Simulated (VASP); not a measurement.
# Mg7I16 (a cell with a defect) in VASP: single point with PBE+D3(BJ)

Aim: the single point of Mg7I16 (a cell with a defect) with PBE+D3(BJ).

Everything below comes from runs of VASP 6.6.1. Logs are shortened: lines on timing, memory, paths and dates and some standing lists are left out, and cuts for length are marked.

### Step 1. The cell of the first run

The cell holds a defect, 23 atoms: a = 9.886 Å, b = 9.886 Å, c = 10.712 Å, α = 116.17°, β = 116.17°, γ = 92.53°.

### Step 2. Single point, PBE+D3(BJ)

INCAR

```
SYSTEM = Mg7I16
ALGO     = Normal         ! electronic algorithm
EDIFF    = 1E-7           ! SCF threshold, eV
ENCUT    = 520            ! plane-wave cutoff, eV
GGA      = PE             ! functional
ISIF     = 2              ! what is computed and relaxed
ISMEAR   = 0              ! smearing method
IVDW     = 12             ! dispersion correction
LASPH    = .True.         ! aspherical terms in the spheres
LCHARG   = .True.         ! write CHGCAR
LELF     = .True.         ! ELF
LREAL    = Auto         
LVHAR    = .True.       
LWAVE    = .False.        ! write WAVECAR
NBANDS   = 80             ! bands
NELM     = 80             ! most SCF steps
PREC     = Accurate       ! precision mode
SIGMA    = 0.05           ! smearing width, eV
```

KPOINTS

```
k-points
0
Gamma
  2 2 2
  0 0 0
```

POSCAR

```
Mg7I16
1.0
    0.0000000000      7.1432444434      6.8341755616
    0.0000000000     -7.1432444434      6.8341755616
    8.2483082046      0.0000000000     -6.8341755616
Mg I
7 16
Direct
    0.2389687697      0.2427128667      0.4999998664
    0.7610334541      0.7572886572      0.4999998664
    0.5000090296      0.9999882796      0.5000019274
    0.4999957247      0.4999993645     -0.0000042433
   -0.0000000995      0.0000041003      0.0000040008
    0.1314675198      0.6314690287      0.7629366949
    0.8685307404      0.3685323114      0.2370632803
    0.9077997360      0.0842584102      0.2387007070
    0.5343867705      0.2241119343      0.0198366739
    0.0145504016      0.7042757832     -0.0198364314
    0.6601270115      0.8747707931      0.7353390355
    0.7912795763      0.4693563917      0.5000001088
    0.2303141080      0.9486778769      0.4999996239
    0.4247880366      0.6394312582      0.2646608184
    0.1690985443      0.3455572963      0.7612989045
    0.7697017624      0.0513270742      0.4999996239
    0.3398745007      0.1252263794      0.2646632432
    0.8308878120      0.6544384394      0.2386923416
    0.4656104060      0.7758911220     -0.0198378863
    0.5752114488      0.3605626275      0.7353367320
    0.0921954277      0.9157462730      0.7613072698
    0.2087207267      0.5306446113      0.5000001088
    0.9854486145      0.2957293925      0.0198380075
```

Potentials or basis: VASP PAW PBE potentials, release 64 (Mg, I).

On the command line:

```console
$ cat potpaw_PBE.64/Mg/POTCAR potpaw_PBE.64/I/POTCAR > POTCAR
$ mpirun -np 1 vasp_std > vasp.out
```

OUTCAR:

```text
SYSTEM = Mg7I16
   EDIFF = 1E-7
   ENCUT = 520
   GGA = PE
   ISIF = 2
   ISMEAR = 0
   IVDW = 12
   LASPH = .True.
   LREAL = Auto
   NELM = 80
   PREC = Accurate
 IVDW          = 12

 ion  position               nearest neighbor table
   1  0.239  0.243  0.500-  22 2.88  13 2.90  17 2.90  20 2.90   8 2.93  15 2.93   3 3.60
   2  0.761  0.757  0.500-  12 2.88  16 2.90  14 2.90  11 2.90  18 2.93  21 2.93   3 3.60
   3  0.500  1.000  0.500-  13 2.69  16 2.69  11 3.13  14 3.13  20 3.13  17 3.13   2 3.60   1 3.60

   4  0.500  0.500  1.000-   9 2.85  19 2.85  18 2.88  15 2.88  14 3.00  20 3.00
   5  1.000  0.000  0.000-  23 2.85  10 2.85  21 2.88   8 2.88  11 3.00  17 3.00
   6  0.131  0.631  0.763-  15 2.86  21 2.86  19 2.87  10 2.87  12 3.00  22 3.00
   7  0.869  0.369  0.237-   8 2.86  18 2.86  23 2.87   9 2.87  12 3.00  22 3.00
   8  0.908  0.084  0.239-   7 2.86   5 2.88   1 2.93
   9  0.534  0.224  0.020-   4 2.85   7 2.87
  10  0.015  0.704  0.980-   5 2.85   6 2.87
  11  0.660  0.875  0.735-   2 2.90   5 3.00   3 3.13
  12  0.791  0.469  0.500-   2 2.88   6 3.00   7 3.00
  13  0.230  0.949  0.500-   3 2.69   1 2.90
  14  0.425  0.639  0.265-   2 2.90   4 3.00   3 3.13
  15  0.169  0.346  0.761-   6 2.86   4 2.88   1 2.93
  16  0.770  0.051  0.500-   3 2.69   2 2.90
  17  0.340  0.125  0.265-   1 2.90   5 3.00   3 3.13
  18  0.831  0.654  0.239-   7 2.86   4 2.88   2 2.93
  19  0.466  0.776  0.980-   4 2.85   6 2.87
  20  0.575  0.361  0.735-   1 2.90   4 3.00   3 3.13
  21  0.092  0.916  0.761-   6 2.86   5 2.88   2 2.93
  22  0.209  0.531  0.500-   1 2.88   6 3.00   7 3.00
  23  0.985  0.296  0.020-   5 2.85   7 2.87

  LATTYP: Found a face centered orthorhombic cell.
 ALAT       =    13.6683511232
 B/A-ratio  =     1.0452240185
 C/A-ratio  =     1.2069207369

  Lattice vectors:

 A1 = (   8.2483082046,  -7.1432444434,   0.0000000000)
 A2 = (   8.2483082046,   0.0000000000,   6.8341755616)
 A3 = (   0.0000000000,  -7.1432444434,   6.8341755616)

Analysis of symmetry for initial positions (statically):
=====================================================================
 Subroutine PRICEL returns:
 Original cell was already a primitive cell.

 Routine SETGRP: Setting up the symmetry group for a
 face centered orthorhombic supercell.

 Subroutine GETGRP returns: Found  2 space group operations
 (whereof  1 operations were pure point group operations)
 out of a pool of  8 trial point group operations.

The static configuration has the point symmetry C_1 .
 The point group associated with its full space group is C_1h.

Analysis of symmetry for dynamics (positions and initial velocities):
=====================================================================
 Subroutine PRICEL returns:
 Original cell was already a primitive cell.

 Routine SETGRP: Setting up the symmetry group for a
 face centered orthorhombic supercell.

 Subroutine GETGRP returns: Found  2 space group operations
 (whereof  1 operations were pure point group operations)
 out of a pool of  8 trial point group operations.

The dynamic configuration has the point symmetry C_1 .
 The point group associated with its full space group is C_1h.

 Subroutine INISYM returns: Found  2 space group operations
 (whereof  1 operations are pure point group operations),
 and found     1 'primitive' translations

----------------------------------------------------------------------------------------

                                     Primitive cell

  volume of cell :     805.3349

  direct lattice vectors                    reciprocal lattice vectors
     0.000000000  7.143244443  6.834175562     0.060618491  0.069996205  0.073161714
     0.000000000 -7.143244443  6.834175562     0.060618491 -0.069996205  0.073161714
     8.248308205  0.000000000 -6.834175562     0.121236983  0.000000000  0.000000000

  length of vectors
     9.885944405  9.885944405 10.711701258     0.118011468  0.118011468  0.121236983

  position of ions in fractional coordinates (direct lattice)
     0.238968770  0.242712867  0.499999866
     0.761033454  0.757288657  0.499999866
     0.500009030  0.999988280  0.500001927
     0.499995725  0.499999364  0.999995757
     0.999999901  0.000004100  0.000004001
     0.131467520  0.631469029  0.762936695
[... 15 lines left out ...]
     0.208720727  0.530644611  0.500000109
     0.985448615  0.295729393  0.019838007

  ion indices of the primitive-cell ions
   primitive index   ion index
                 1           1
                 2           2
                 3           3
                 4           4
                 5           5
                 6           6
[... 15 lines left out ...]
                22          22
                23          23

----------------------------------------------------------------------------------------

 KPOINTS: k-points

Automatic generation of k-mesh.
 Grid dimensions read from file:
 generate k-points for:    2    2    2

 Generating k-lattice:

  Cartesian coordinates                     Fractional coordinates (reciprocal lattice)
     0.030309246  0.034998102  0.036580857     0.500000000  0.000000000  0.000000000
     0.030309246 -0.034998102  0.036580857     0.000000000  0.500000000  0.000000000
     0.060618491  0.000000000  0.000000000     0.000000000  0.000000000  0.500000000

  Length of vectors
     0.059005734  0.059005734  0.060618491

  Shift w.r.t. Gamma in fractional coordinates (k-lattice)
     0.000000000  0.000000000  0.000000000

 Subroutine IBZKPT returns following result:
 ===========================================

 Found      6 irreducible k-points:

 Following reciprocal coordinates:
            Coordinates               Weight
  0.000000  0.000000  0.000000      1.000000
  0.500000  0.000000 -0.000000      2.000000
  0.000000  0.500000  0.500000      2.000000
  0.500000  0.500000 -0.000000      1.000000
  0.000000  0.000000  0.500000      1.000000
  0.500000  0.500000  0.500000      1.000000
   k-points           NKPTS =      6   k-points in BZ     NKDIM =      6   number of bands    NBANDS=     80
   number of dos      NEDOS =    301   number of ions     NIONS =     23
   total plane-waves  NPLWV = 512000
   dimension x,y,z NGX =    80 NGY =   80 NGZ =   80
   dimension x,y,z NGXF=   160 NGYF=  160 NGZF=  160
   ions per type =               7  16
   NGX,Y,Z   is equivalent  to a cutoff of  13.45, 13.45, 12.42 a.u.
   NGXF,Y,Z  is equivalent  to a cutoff of  26.91, 26.91, 24.83 a.u.
 SYSTEM =  Mg7I16
   PREC   = accura    normal or accurate (medium, high low for compatibility)
   ISTART =      0    job   : 0-new  1-cont  2-samecut
   ICHARG =      2    charge: 1-file 2-atom 10-const
   ISPIN  =      1    spin polarized calculation?
   LNONCOLLINEAR =      F non collinear calculations
   LSORBIT =      F    spin-orbit coupling
   LASPH  =      T    aspherical Exc in radial PAW
   ENCUT  =  520.0 eV  38.22 Ry    6.18 a.u.  18.38 18.38 19.92*2*pi/ulx,y,z
   NELM   =     80;   NELMIN=  2; NELMDL= -5     # of ELM steps
   EDIFF  = 0.1E-06   stopping-criterion for ELM
   LREAL  =      T    real-space projection
   EDIFFG = 0.1E-05   stopping-criterion for IOM
   NSW    =      0    number of steps for IOM
   IBRION =     -1    ionic relax: 0-MD 1-quasi-New 2-CG
   NFREE  =      0    steps in history (QN), initial steepest desc. (CG)
   ISIF   =      2    stress and relaxation
   ISYM   =      2    0-nonsym 1-usesym 2-fastsym
   POTIM  = 0.5000    time-step for ionic-motion
   TEBEG  =    0.0;   TEEND  =   0.0 temperature during run
   PSTRESS=    0.0 pullay stress
   NELECT =     126.0000    total number of electrons
   NUPDOWN=      -1.0000    fix difference up-down
   EMIN   =  10.00;   EMAX   =-10.00  energy-range for DOS
   EFERMI =   0.00;   METHOD = LEGACY
   ISMEAR =     0;   SIGMA  =   0.05  broadening in eV -4-tet -1-fermi 0-gaus
   EFERMI_NEDOS =   21; number of points for ismear=-14 and -15
   IALGO  =     38    algorithm
   IMIX   =      4    mixing-type and parameters
     AMIX     =   0.40;   BMIX     =  1.00
     AMIX_MAG =   1.60;   BMIX_MAG =  1.00
  volume/ion in A,a.u.               =      35.01       236.29
  Fermi-wavevector in a.u.,A,eV,Ry     =   0.882144  1.667011 10.587756  0.778178
  Thomas-Fermi vector in A             =   2.002736
   LORBIT       =      0    0 simple, 1 ext, 2 COOP (PROOUT), +10 PAW based schemes
   GGA     = PE    functional components
   LHFCALC =     F    Hartree Fock is set to
   AEXX    =    0.0000 exact exchange contribution
   IVDW    =    12    specifies the selected vdW correction
   LEPSILON=     F    determine dielectric tensor
   LRPA    =     F    only Hartree local field effects (RPA)
 non-spin polarized calculation
 Gauss-broadening in eV      SIGMA  =   0.05
  energy-cutoff  :      520.00
  volume of cell :      805.33
 maximum number of plane-waves:     21742
 NGX is ok and might be reduce to    80
   NGX = 37   NGY = 37   NGZ = 39

 number of electron     125.9999998 magnetization

 Free energy of the ion-electron system (eV)
  ---------------------------------------------------
  ext. energy  EPLUGINS =         0.00000000
  ---------------------------------------------------
  free energy    TOTEN  =       -54.53266619 eV

  energy without entropy =      -54.50026308  energy(sigma->0) =      -54.51646463

 E-fermi :   2.2940     XC(G=0):  -8.1965

 val. band max:        2.2902607192   @ k =   0.5000   0.0000  -0.0000
 cond. band min:       2.3019904154   @ k =   0.0000   0.0000   0.5000
 fundamental gap:      0.0117296962
 Fermi energy:         2.2939950279

 k-point     1 :       0.0000    0.0000    0.0000
  band No.  band energies     occupation
      1      -9.9026      2.00000
      2      -9.3775      2.00000
      3      -9.3507      2.00000
      4      -9.3416      2.00000
      5      -9.2456      2.00000
      6      -9.2256      2.00000
[... 67 lines left out ...]
     74       7.7780      0.00000
     75       7.9052      0.00000
[... 388 lines left out ...]
     74       7.7405      0.00000
     75       7.8380      0.00000
 [bands above 75 left out]

------------------------ aborting loop because EDIFF is reached ----------------------------------------

 Edisp (eV)   -7.05648

 E8    (eV) :    -3.1549

  FORCE on cell =-STRESS in cart. coord.  units (eV):
  Direction    XX          YY          ZZ          XY          YZ          ZX
  --------------------------------------------------------------------------------------
  -------------------------------------------------------------------------------------
  Total      -3.28448    -0.56148     1.13594     0.00000     1.03982     0.00000
  in kB      -6.53433    -1.11704     2.25991     0.00000     2.06867     0.00000
  external pressure =       -1.80 kB  Pullay stress =        0.00 kB

 VOLUME and BASIS-vectors are now :
 -----------------------------------------------------------------------------
  energy-cutoff  :      520.00
  volume of cell :      805.33
      direct lattice vectors                 reciprocal lattice vectors
     0.000000000  7.143244443  6.834175562     0.060618491  0.069996205  0.073161714
     0.000000000 -7.143244443  6.834175562     0.060618491 -0.069996205  0.073161714
     8.248308205  0.000000000 -6.834175562     0.121236983  0.000000000  0.000000000

 POSITION                                       TOTAL-FORCE (eV/Angst)
 -----------------------------------------------------------------------------------
      4.12415     -0.02675     -0.12519         0.000000     -0.000704     -0.018884
      4.12415      0.02675      6.95939         0.000000      0.000161      0.019229
      4.12417     -3.57147      6.83414         0.000000     -0.000164      0.000214
      8.24827     -0.00003     -0.00000        -0.000042     -0.000281      0.000168
      0.00003      7.14321      6.83418         0.000042     -0.000281      0.000168
      6.29294     -3.57163     -0.00000        -0.029270     -0.000302      0.000196
[... 15 lines left out ...]
      4.12415     -2.29958      1.63586         0.000000     -0.005138     -0.015972
      0.16363      4.92683      8.62022        -0.012612      0.016996     -0.013831
 -----------------------------------------------------------------------------------
    total drift:                               -0.006926      0.005256     -0.003151

  FREE ENERGIE OF THE ION-ELECTRON SYSTEM (eV)
  ---------------------------------------------------
  free  energy   TOTEN  =       -61.5891467035 eV

  energy  without entropy=      -61.5567435954  energy(sigma->0) =      -61.57294515
```

Wall time 8.4 min (1 thread of Intel Xeon 6975P-C (Granite Rapids), shared host); peak memory 1 GiB.

What came out:

```yaml
Free_energy: -61.5891 eV
Pressure: -0.2 GPa
Largest_force: 0.047 eV/Å
Band_gap_on_the_k_mesh: zero (bands 63 and 64 overlap by 0.07 eV)
Dispersion_energy_per_atom: -0.307 eV
```

Forces in eV/Å, atoms in the order of the input:
```
Mg   0.000 -0.001 -0.019
Mg   0.000  0.000  0.019
Mg   0.000  0.000  0.000
Mg   0.000  0.000  0.000
Mg   0.000  0.000  0.000
Mg  -0.029  0.000  0.000
Mg   0.029  0.000  0.000
I    0.003 -0.004  0.010
I   -0.013 -0.017  0.014
I    0.013 -0.017  0.014
I   -0.010 -0.001  0.002
I    0.000  0.005  0.016
I    0.000  0.018  0.043
I    0.010 -0.001  0.002
I   -0.003 -0.004  0.010
I    0.000 -0.019 -0.043
I    0.010  0.001 -0.002
I    0.003  0.004 -0.010
I    0.013  0.017 -0.014
I   -0.010  0.001 -0.002
I   -0.003  0.004 -0.010
I    0.000 -0.005 -0.016
I   -0.013  0.017 -0.014
```

Levels at points of the mesh, in eV from the Fermi level:
| k point | band 59 | band 60 | band 61 | band 62 | band 63 | band 64 | band 65 | band 66 | band 67 | band 68 |
| --- | --- | --- | --- | --- | --- | --- | --- | --- | --- | --- |
| (0.00, 0.00, 0.00) | -0.26 | -0.19 | -0.14 | -0.11 | 0.07 | 0.25 | 3.38 | 3.72 | 3.97 | 4.22 |
| (0.50, 0.00, 0.00) | -0.26 | -0.21 | -0.19 | -0.13 | -0.02 | 0.00 | 3.73 | 3.94 | 4.00 | 4.03 |
| (0.00, 0.50, 0.50) | -0.28 | -0.22 | -0.21 | -0.18 | -0.05 | 0.00 | 3.60 | 4.17 | 4.19 | 4.27 |
| (0.50, 0.50, 0.00) | -0.38 | -0.19 | -0.09 | -0.07 | 0.03 | 0.08 | 3.79 | 3.97 | 4.02 | 4.39 |
| (0.00, 0.00, 0.50) | -0.39 | -0.31 | -0.26 | -0.22 | -0.03 | 0.01 | 3.40 | 3.40 | 3.66 | 4.37 |
| (0.50, 0.50, 0.50) | -0.31 | -0.28 | -0.21 | -0.16 | -0.08 | 0.13 | 3.88 | 4.16 | 4.43 | 4.44 |

Caveat: the k points lie up to 0.37 Å⁻¹ apart; spin-orbit coupling is left out, which moves the levels of the heavy elements.
